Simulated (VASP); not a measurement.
# Nd2ScCl2 (Cmmm) in VASP: further runs

Nd2ScCl2 is run at these levels: PBE; tasks: single point, relaxation of cell and atoms.

Program: VASP 6.6.1. These are calculated values, not measurements. Logs are shortened: lines on timing, memory, paths and dates and some standing lists are left out, and cuts for length are marked.

### Step 1. The cell of the first run

Symmetry: Cmmm, No. 65, orthorhombic system. The conventional cell has a = 3.914 Å, b = 16.877 Å, c = 3.987 Å, α = 90.00°, β = 90.00°, γ = 90.00°. Within 4.3 Å of Nd (site symmetry m2m) lie 6 Cl at 2.87 to 4.21 Å and 4 Sc at 3.45 Å and 5 Nd at 3.91 to 4.06 Å. Within 3.6 Å of Sc (site symmetry mmm) lie 2 Cl at 2.70 Å and 8 Nd at 3.45 Å. Cl (site symmetry m2m) has 1 Sc at 2.70 Å and 4 Nd at 2.87 Å and 2 Cl at 3.61 Å within 3.7 Å.

The cell was generated, and may not be a known phase.

### Step 2. Single point, PBE

Contents of INCAR:

```
ALGO = Normal ; EDIFF = 1E-6
ENCUT = 500 ; GGA = PE
GGA_COMPAT = F ; ISIF = 2
ISMEAR = 0 ; LASPH = T
LCHARG = F ; LMAXMIX = 6
LREAL = F ; LWAVE = F
NBANDS = 32 ; NELM = 200
PREC = Accurate ; SIGMA = 0.1
```

Contents of KPOINTS:

```
k-points
0
Gamma
  4 4 4
```

Contents of POSCAR:

```
Nd2ScCl2
1.0
    1.9571017551     -8.4385651265      0.0000000000
    1.9571017551      8.4385651265      0.0000000000
    0.0000000000      0.0000000000      3.9873850593
Nd Sc Cl
2 1 2
Direct
    0.3798303060      0.6201696940      0.5000000000
    0.6201696940      0.3798303060      0.5000000000
    0.0000000000      0.0000000000      0.0000000000
    0.1602520583      0.8397479417      0.0000000000
    0.8397479417      0.1602520583      0.0000000000
```

Potentials or basis: VASP PAW PBE potentials, release 64 (Nd_3, Sc_sv, Cl), 4f in core.

Launch:

```console
$ cat potpaw_PBE.64/Nd_3/POTCAR potpaw_PBE.64/Sc_sv/POTCAR potpaw_PBE.64/Cl/POTCAR > POTCAR
$ mpirun -np 1 vasp_std > vasp.out
```

OUTCAR:

```text
EDIFF = 1E-6
   ENCUT = 500
   GGA = PE
   ISIF = 2
   ISMEAR = 0
   LASPH = T
   LREAL = F
   NELM = 200
   PREC = Accurate

 ion  position               nearest neighbor table
   1  0.380  0.620  0.500-   5 2.87   5 2.87   5 2.87   5 2.87   3 3.45   3 3.45   3 3.45   3 3.45

   2  0.620  0.380  0.500-   4 2.87   4 2.87   4 2.87   4 2.87   3 3.45   3 3.45   3 3.45   3 3.45

   3  0.000  0.000  0.000-   4 2.70   5 2.70   1 3.45   1 3.45   2 3.45   2 3.45   2 3.45   2 3.45
                             1 3.45   1 3.45
   4  0.160  0.840  0.000-   3 2.70   2 2.87   2 2.87   2 2.87   2 2.87
   5  0.840  0.160  0.000-   3 2.70   1 2.87   1 2.87   1 2.87   1 2.87

  LATTYP: Found a base centered orthorhombic cell.
 ALAT       =     3.9142035102
 B/A-ratio  =     4.3117661637
 C/A-ratio  =     1.0186964088

  Lattice vectors:

 A1 = (   1.9571017551,  -8.4385651265,   0.0000000000)
 A2 = (   1.9571017551,   8.4385651265,   0.0000000000)
 A3 = (   0.0000000000,   0.0000000000,   3.9873850593)

Analysis of symmetry for initial positions (statically):
=====================================================================
 Subroutine PRICEL returns:
 Original cell was already a primitive cell.

 Routine SETGRP: Setting up the symmetry group for a
 base centered orthorhombic supercell.

 Subroutine GETGRP returns: Found  8 space group operations
 (whereof  8 operations were pure point group operations)
 out of a pool of  8 trial point group operations.

The static configuration has the point symmetry D_2h.

Analysis of symmetry for dynamics (positions and initial velocities):
=====================================================================
 Subroutine PRICEL returns:
 Original cell was already a primitive cell.

 Routine SETGRP: Setting up the symmetry group for a
 base centered orthorhombic supercell.

 Subroutine GETGRP returns: Found  8 space group operations
 (whereof  8 operations were pure point group operations)
 out of a pool of  8 trial point group operations.

The dynamic configuration has the point symmetry D_2h.

 Subroutine INISYM returns: Found  8 space group operations
 (whereof  8 operations are pure point group operations),
 and found     1 'primitive' translations

----------------------------------------------------------------------------------------

                                     Primitive cell

  volume of cell :     131.7044

  direct lattice vectors                    reciprocal lattice vectors
     1.957101755 -8.438565127  0.000000000     0.255479818 -0.059251779  0.000000000
     1.957101755  8.438565127  0.000000000     0.255479818  0.059251779  0.000000000
     0.000000000  0.000000000  3.987385059     0.000000000  0.000000000  0.250790928

  length of vectors
     8.662541698  8.662541698  3.987385059     0.262260769  0.262260769  0.250790928

  position of ions in fractional coordinates (direct lattice)
     0.379830306  0.620169694  0.500000000
     0.620169694  0.379830306  0.500000000
     0.000000000  0.000000000  0.000000000
     0.160252058  0.839747942  0.000000000
     0.839747942  0.160252058  0.000000000

  ion indices of the primitive-cell ions
   primitive index   ion index
                 1           1
                 2           2
                 3           3
                 4           4
                 5           5

----------------------------------------------------------------------------------------

 KPOINTS: k-points

Automatic generation of k-mesh.
 Grid dimensions read from file:
 generate k-points for:    4    4    4

 Generating k-lattice:

  Cartesian coordinates                     Fractional coordinates (reciprocal lattice)
     0.063869954 -0.014812945  0.000000000     0.250000000 -0.000000000  0.000000000
     0.063869954  0.014812945  0.000000000    -0.000000000  0.250000000  0.000000000
     0.000000000  0.000000000  0.062697732     0.000000000  0.000000000  0.250000000

  Length of vectors
     0.065565192  0.065565192  0.062697732

  Shift w.r.t. Gamma in fractional coordinates (k-lattice)
     0.000000000  0.000000000  0.000000000

 Subroutine IBZKPT returns following result:
 ===========================================

 Found     21 irreducible k-points:

 Following reciprocal coordinates:
            Coordinates               Weight
  0.000000  0.000000  0.000000      1.000000
  0.250000  0.000000  0.000000      4.000000
  0.500000  0.000000  0.000000      2.000000
  0.250000  0.250000  0.000000      2.000000
  0.500000  0.250000  0.000000      4.000000
 -0.250000  0.250000  0.000000      2.000000
[... 13 lines left out ...]
 -0.250000  0.250000  0.500000      2.000000
  0.500000  0.500000  0.500000      1.000000
   k-points           NKPTS =     21   k-points in BZ     NKDIM =     21   number of bands    NBANDS=     32
   number of dos      NEDOS =    301   number of ions     NIONS =      5
   total plane-waves  NPLWV = 122880
   dimension x,y,z NGX =    64 NGY =   64 NGZ =   30
   dimension x,y,z NGXF=   128 NGYF=  128 NGZF=   60
   ions per type =               2   1   2
   NGX,Y,Z   is equivalent  to a cutoff of  12.28, 12.28, 12.51 a.u.
   NGXF,Y,Z  is equivalent  to a cutoff of  24.56, 24.56, 25.02 a.u.
 SYSTEM =  unknown system
   PREC   = accura    normal or accurate (medium, high low for compatibility)
   ISTART =      0    job   : 0-new  1-cont  2-samecut
   ICHARG =      2    charge: 1-file 2-atom 10-const
   ISPIN  =      1    spin polarized calculation?
   LNONCOLLINEAR =      F non collinear calculations
   LSORBIT =      F    spin-orbit coupling
   LASPH  =      T    aspherical Exc in radial PAW
   ENCUT  =  500.0 eV  36.75 Ry    6.06 a.u.  15.79 15.79  7.27*2*pi/ulx,y,z
   NELM   =    200;   NELMIN=  2; NELMDL= -5     # of ELM steps
   EDIFF  = 0.1E-05   stopping-criterion for ELM
   LREAL  =      F    real-space projection
   EDIFFG = 0.1E-04   stopping-criterion for IOM
   NSW    =      0    number of steps for IOM
   IBRION =     -1    ionic relax: 0-MD 1-quasi-New 2-CG
   NFREE  =      0    steps in history (QN), initial steepest desc. (CG)
   ISIF   =      2    stress and relaxation
   ISYM   =      2    0-nonsym 1-usesym 2-fastsym
   POTIM  = 0.5000    time-step for ionic-motion
   TEBEG  =    0.0;   TEEND  =   0.0 temperature during run
   PSTRESS=    0.0 pullay stress
   NELECT =      47.0000    total number of electrons
   NUPDOWN=      -1.0000    fix difference up-down
   EMIN   =  10.00;   EMAX   =-10.00  energy-range for DOS
   EFERMI =   0.00;   METHOD = LEGACY
   ISMEAR =     0;   SIGMA  =   0.10  broadening in eV -4-tet -1-fermi 0-gaus
   EFERMI_NEDOS =   21; number of points for ismear=-14 and -15
   IALGO  =     38    algorithm
   IMIX   =      4    mixing-type and parameters
     AMIX     =   0.40;   BMIX     =  1.00
     AMIX_MAG =   1.60;   BMIX_MAG =  1.00
  volume/ion in A,a.u.               =      26.34       177.76
  Fermi-wavevector in a.u.,A,eV,Ry     =   1.161201  2.194352 18.345928  1.348388
  Thomas-Fermi vector in A             =   2.297775
   LORBIT       =      0    0 simple, 1 ext, 2 COOP (PROOUT), +10 PAW based schemes
   GGA     = PE    functional components
   LHFCALC =     F    Hartree Fock is set to
   AEXX    =    0.0000 exact exchange contribution
   IVDW    =     0    specifies the selected vdW correction
   LEPSILON=     F    determine dielectric tensor
   LRPA    =     F    only Hartree local field effects (RPA)
 non-spin polarized calculation
 Gauss-broadening in eV      SIGMA  =   0.10
  energy-cutoff  :      500.00
  volume of cell :      131.70
 maximum number of plane-waves:      3366
   NGX = 31   NGY = 31   NGZ = 15

 number of electron      46.9999997 magnetization

 Free energy of the ion-electron system (eV)
  ---------------------------------------------------
  ext. energy  EPLUGINS =         0.00000000
  ---------------------------------------------------
  free energy    TOTEN  =       -24.55218304 eV

  energy without entropy =      -24.52872312  energy(sigma->0) =      -24.54045308

 E-fermi :   4.9516     XC(G=0):  -9.6552

 val. band max:        4.9408390258   @ k =   0.5000   0.2500   0.5000
 cond. band min:       4.9788751254   @ k =   0.2500   0.0000   0.2500
 fundamental gap:      0.0380360996
 Fermi energy:         4.9516443473

 k-point     1 :       0.0000    0.0000    0.0000
  band No.  band energies     occupation
      1     -44.7137      2.00000
      2     -33.4670      2.00000
      3     -33.4611      2.00000
      4     -23.4978      2.00000
      5     -23.2834      2.00000
      6     -23.2760      2.00000
[... 24 lines left out ...]
     31       6.6736      0.00000
     32       6.7097      0.00000

 k-point     2 :       0.2500    0.0000    0.0000
  band No.  band energies     occupation
      1     -44.7128      2.00000
      2     -33.4554      2.00000
      3     -33.4497      2.00000
      4     -23.4978      2.00000
      5     -23.2993      2.00000
      6     -23.2742      2.00000
[... 24 lines left out ...]
     31       7.2019      0.00000
     32       7.4103      0.00000

 k-point     3 :       0.5000    0.0000    0.0000
  band No.  band energies     occupation
      1     -44.7119      2.00000
      2     -33.4437      2.00000
      3     -33.4383      2.00000
      4     -23.4978      2.00000
      5     -23.3151      2.00000
      6     -23.2724      2.00000
[... 24 lines left out ...]
     31       7.6766      0.00000
     32       7.8971      0.00000

 k-point     4 :       0.2500    0.2500    0.0000
  band No.  band energies     occupation
      1     -44.7119      2.00000
      2     -33.4437      2.00000
      3     -33.4383      2.00000
      4     -23.4978      2.00000
      5     -23.3151      2.00000
      6     -23.2724      2.00000
[... 549 lines left out ...]
     31       8.0461      0.00000
     32       8.1106      0.00000

 k-point    20 :      -0.2500    0.2500    0.5000
  band No.  band energies     occupation
      1     -44.7123      2.00000
      2     -33.4479      2.00000
      3     -33.4423      2.00000
      4     -23.4986      2.00000
      5     -23.3016      2.00000
      6     -23.2805      2.00000
[... 24 lines left out ...]
     31       7.4313      0.00000
     32       7.5100      0.00000

 k-point    21 :       0.5000    0.5000    0.5000
  band No.  band energies     occupation
      1     -44.7123      2.00000
      2     -33.4473      2.00000
      3     -33.4429      2.00000
      4     -23.4986      2.00000
      5     -23.3016      2.00000
      6     -23.2805      2.00000
[... 24 lines left out ...]
     31       7.6371      0.00000
     32       7.7682      0.00000

------------------------ aborting loop because EDIFF is reached ----------------------------------------

  FORCE on cell =-STRESS in cart. coord.  units (eV):
  Direction    XX          YY          ZZ          XY          YZ          ZX
  --------------------------------------------------------------------------------------
  -------------------------------------------------------------------------------------
  Total        0.1832828      0.1493385      0.2107961      0.0000000      0.0000000      0.0000000
  in kB        2.2296264      1.8166956      2.5643240      0.0000000      0.0000000      0.0000000
  external PRESSURE =       2.2035487 kB  Pullay stress =       0.0000000 kB

 VOLUME and BASIS-vectors are now :
 -----------------------------------------------------------------------------
  energy-cutoff  :      500.00
  volume of cell :      131.70
      direct lattice vectors                 reciprocal lattice vectors
     1.957101755 -8.438565127  0.000000000     0.255479818 -0.059251779  0.000000000
     1.957101755  8.438565127  0.000000000     0.255479818  0.059251779  0.000000000
     0.000000000  0.000000000  3.987385059     0.000000000  0.000000000  0.250790928

 POSITION                                       TOTAL-FORCE (eV/Angst)
 -----------------------------------------------------------------------------------
      1.95710      2.02812      1.99369         0.000000      0.035151      0.000000
      1.95710     -2.02812      1.99369         0.000000     -0.035151      0.000000
      0.00000      0.00000      0.00000         0.000000      0.000000      0.000000
      1.95710      5.73397      0.00000         0.000000     -0.002654      0.000000
      1.95710     -5.73397      0.00000         0.000000      0.002654     -0.000000
 -----------------------------------------------------------------------------------
    total drift:                                0.000000      0.000000      0.000000

  FREE ENERGIE OF THE ION-ELECTRON SYSTEM (eV)
  ---------------------------------------------------
  free  energy   TOTEN  =       -24.5521830392 eV

  energy  without entropy=      -24.5287231222  energy(sigma->0) =      -24.54045308
```

It took 80 s on 1 thread of Intel Xeon 6975P-C (Granite Rapids), shared host; peak memory 0.39 GiB.

Results:

```yaml
Free_energy: -24.5522 eV
Pressure: 0.2 GPa
Largest_force: 0.035 eV/Å
Band_gap_on_the_k_mesh: zero (an odd number of electrons rules out a gap without spin polarisation)
```

Forces on the atoms (eV/Å):
```
Nd   0.000  0.035  0.000
Nd   0.000 -0.035  0.000
Sc   0.000  0.000  0.000
Cl   0.000 -0.003  0.000
Cl   0.000  0.003  0.000
```

Levels at points of the mesh, in eV from the Fermi level:
```tsv
k point	band 21	band 22	band 23	band 24	band 25	band 26
(0.00, 0.00, 0.00)	-2.76	-1.81	-1.29	0.89	0.95	0.99
(0.50, 0.00, 0.00)	-1.35	-0.46	0.14	0.57	0.66	1.27
(0.50, 0.50, 0.00)	-2.38	-1.80	-1.32	0.06	0.78	1.06
(0.00, 0.00, 0.50)	-1.36	-0.69	-0.04	0.31	0.77	1.05
(0.50, 0.00, 0.50)	-0.70	-0.61	-0.55	-0.43	-0.33	2.10
(0.50, 0.50, 0.50)	-1.42	-0.46	-0.39	0.65	0.94	1.37
```

Caveat: the k points lie up to 0.41 Å⁻¹ apart, too coarse for converged energies and pressures of a metal; spin-orbit coupling is left out, which moves the levels of the heavy elements; the 4f electrons are frozen in the core, so they carry no moment and show no levels; an odd number of electrons without spin polarisation forces a metal; a magnetic or distorted state may lie lower; the run has no spin polarisation, though such a crystal can be magnetic. With open d or f shells a metallic result of PBE can be an artefact of self-interaction; +U or a hybrid may open a gap.

### Step 3. Single point, PBE

This run uses another cell than the first one, of 27.42 Å³/atom.

Contents of INCAR:

```
SYSTEM = Nd2ScCl2
PREC = Accurate
ENCUT = 500
EDIFF = 1E-6
ISMEAR = 0
SIGMA = 0.1
LREAL = .FALSE.
LASPH = .TRUE.
NELM = 200
ALGO = Normal
ISIF = 2
LWAVE = .FALSE.
LCHARG = .FALSE.
GGA = PE
NBANDS = 32
GGA_COMPAT = .FALSE.
LMAXMIX = 6
```

Contents of KPOINTS:

```
regular mesh
0
G
  4 4 4
  0 0 0
```

Contents of POSCAR:

```
Nd2ScCl2
1.0
    2.1329139100     -7.8497655500      0.0000000000
    2.1329139100      7.8497655500      0.0000000000
    0.0000000000      0.0000000000      4.0942231100
Nd Sc Cl
2 1 2
Direct
    0.3624464100      0.6375535900      0.5000000000
    0.6375535900      0.3624464100      0.5000000000
    0.0000000000      0.0000000000      0.0000000000
    0.2000632400      0.7999367600      0.0000000000
    0.7999367600      0.2000632400      0.0000000000
```

Potentials or basis: VASP PAW PBE potentials, release 64 (Nd_3, Sc_sv, Cl), 4f in core.

Launch:

```console
$ cat potpaw_PBE.64/Nd_3/POTCAR potpaw_PBE.64/Sc_sv/POTCAR potpaw_PBE.64/Cl/POTCAR > POTCAR
$ mpirun -np 1 vasp_std > vasp.out
```

It took 66 s on 1 thread of Intel Xeon 6975P-C (Granite Rapids), shared host; peak memory 0.36 GiB.

Results (log left out):

| Quantity | Value |
| --- | --- |
| Free energy | -22.8103 eV |
| Pressure | -1.9 GPa |
| Largest force | 2.798 eV/Å |
| Band gap on the k mesh | zero (an odd number of electrons rules out a gap without spin polarisation) |

Forces in eV/Å, atoms in the order of the input:
```
Nd   0.000 -0.077  0.000
Nd   0.000  0.077  0.000
Sc   0.000  0.000  0.000
Cl   0.000  2.798  0.000
Cl   0.000 -2.798  0.000
```

Stress tensor (GPa, compression positive):
```
 2.63  0.00  0.00
 0.00 -1.38  0.00
 0.00  0.00 -7.04
```

Levels at points of the mesh, in eV from the Fermi level:
```
           k point  band 20  band 21  band 22  band 23  band 24  band 25  band 26  band 27
(0.00, 0.00, 0.00)    -3.88    -2.88    -1.39    -0.56     0.61     0.61     0.95     1.02
(0.50, 0.00, 0.00)    -4.12    -1.52    -0.92    -0.28    -0.08     0.56     0.75     1.03
(0.50, 0.50, 0.00)    -3.89    -2.31    -1.08    -1.07    -0.19     0.71     0.90     0.91
(0.00, 0.00, 0.50)    -4.43    -1.33    -0.64    -0.02     0.16     0.50     0.61     0.64
(0.50, 0.00, 0.50)    -3.92    -0.59    -0.41    -0.33    -0.13    -0.12     1.05     1.91
(0.50, 0.50, 0.50)    -4.46    -1.74    -0.75    -0.44     0.05     1.05     1.17     1.44
```

Caveat: the k points lie up to 0.38 Å⁻¹ apart, too coarse for converged energies and pressures of a metal; spin-orbit coupling is left out, which moves the levels of the heavy elements; the 4f electrons are frozen in the core, so they carry no moment and show no levels; an odd number of electrons without spin polarisation forces a metal; a magnetic or distorted state may lie lower; the run has no spin polarisation, though such a crystal can be magnetic. Spin polarisation is off, so any magnetic state and its effect on volume and gap are missing.

(Continued in part 2 of 2.)

The gap in the log of VASP goes by the Fermi energy; the results here count the filled bands.